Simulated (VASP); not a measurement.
# Al16Au: single point with PBE+D3(BJ)

System: Al16Au, a slab with vacuum.

```
CELL_PARAMETERS angstrom
5.63242 0.00000 0.00000
0.00000 7.96545 0.00000
0.00000 0.00000 21.22935
ATOMIC_POSITIONS crystal
Al 0.25000 0.25000 0.18842
Al 0.25000 0.75000 0.18842
Al 0.75000 0.25000 0.18842
Al 0.75000 0.75000 0.18842
Al 0.00000 0.00000 0.25475
Al 0.00000 0.50000 0.25475
Al 0.50000 0.00000 0.25475
Al 0.50000 0.50000 0.25475
Al 0.25000 0.25000 0.32410
Al 0.25000 0.75000 0.32410
Al 0.75000 0.25000 0.32410
Al 0.75000 0.75000 0.32410
Al 0.00000 0.00000 0.38764
Al 0.00000 0.50000 0.38764
Al 0.50000 0.00000 0.38764
Al 0.50000 0.50000 0.38764
Au 0.08333 0.18750 0.52895
```

| Property | Result |
| --- | --- |
| Program | VASP 6.6.1 |
| Task | single point |
| Functional | PBE |
| Dispersion | D3(BJ) |
| Potentials or basis | VASP PAW PBE potentials, release 64 (Al, Au) |
| Cutoff | 520 eV |
| k mesh | 5 × 4 × 1 |
| Occupations | gaussian, width 0.1 eV |
| Spin | no spin polarisation |
| Dipole correction | yes |
| Further INCAR settings | LREAL = Auto; ALGO = Normal; EDIFF = 1e-06; NBANDS = 44 |

| Property | Result |
| --- | --- |
| Largest force | 1.380 eV/Å |
| Band gap on the k mesh | zero (an odd number of electrons rules out a gap without spin polarisation) |
| Dispersion energy per atom | -0.211 eV |

Forces on the atoms (eV/Å):
```
Al  -0.027 -0.006  0.161
Al   0.059 -0.009  0.122
Al   0.031 -0.001  0.157
Al  -0.058 -0.013  0.108
Al  -0.044  0.000 -0.154
Al  -0.024  0.006 -0.113
Al   0.051 -0.056 -0.085
Al   0.021  0.051 -0.073
Al   0.032 -0.007 -0.082
Al   0.058  0.039  0.010
Al  -0.020 -0.024 -0.060
Al  -0.050  0.029 -0.056
Al   0.058  0.433  0.963
Al   0.024 -0.226  0.340
Al  -0.008  0.013  0.088
Al  -0.011 -0.005  0.034
Au  -0.092 -0.222 -1.359
```

Levels at points of the mesh, in eV from the Fermi level:
```
           k point  band 25  band 26  band 27  band 28  band 29  band 30  band 31  band 32  band 33  band 34
(0.00, 0.00, 0.00)    -1.29    -1.26    -0.72    -0.67    -0.54    -0.29    -0.10     0.11     0.22     1.27
(0.00, 0.50, 0.00)    -1.04    -0.87    -0.87    -0.83    -0.82    -0.21     0.30     0.32     0.36     0.48
```

Run time: 17 min on 1 thread of AMD EPYC 7R43 64-Core Processor (Zen 3), with other jobs on the host, peak memory 0.87 GiB.

Caveat: spin-orbit coupling is left out, which moves the levels of the heavy elements.
